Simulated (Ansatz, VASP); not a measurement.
Al4GeRu in VASP and in Ansatz

```
Al Ge Ru
1.0
     4.66633    0.00000    0.00000
    -2.33317    4.04116    0.00000
     0.00000    0.00000    5.07067
Al Ge Ru
4 1 1
Direct
  0.33333 0.66667 0.75384
  0.33333 0.66667 0.24616
  0.66667 0.33333 0.75384
  0.66667 0.33333 0.24616
  0.00000 0.00000 0.50000
  0.00000 0.00000 0.00000
```

Change from the starting cell: species swapped into the HfTaB4 type (P6/mmm, No. 191).

Alike in both runs: task relaxation of cell and atoms; functional PBE; k mesh 6 × 6 × 4; occupations gaussian, width 0.1 eV; no spin polarisation.

```csv
,VASP,Ansatz
version,VASP 6.6.1,Ansatz 0.2.0
potentials or method,"VASP PAW PBE potentials, release 64 (Al, Ge_d, Ru_pv), cutoff 600 eV","scalar-relativistic, plane waves, PAW"
valence electrons in the cell,40,42
```

Ansatz gave:

```
gap on the k mesh at the Fermi level, each at its own relaxed structure (eV) : none
relaxed volume (Å³/atom)                                                     : 15.92
relaxed cell length with the largest relative difference (Å)                 : 4.627
```

**Question.** Estimate VASP's values.

**Answer.** gap on the k mesh at the Fermi level, each at its own relaxed structure (eV): none; relaxed volume (Å³/atom): 15.87; relaxed cell length with the largest relative difference (Å): 4.617.

A gap of «none» marks a metal or a gap that the smearing closes. VASP's potentials hold 40 valence electrons a cell and Ansatz's 42, so a difference there can come from the potentials and not from the codes.
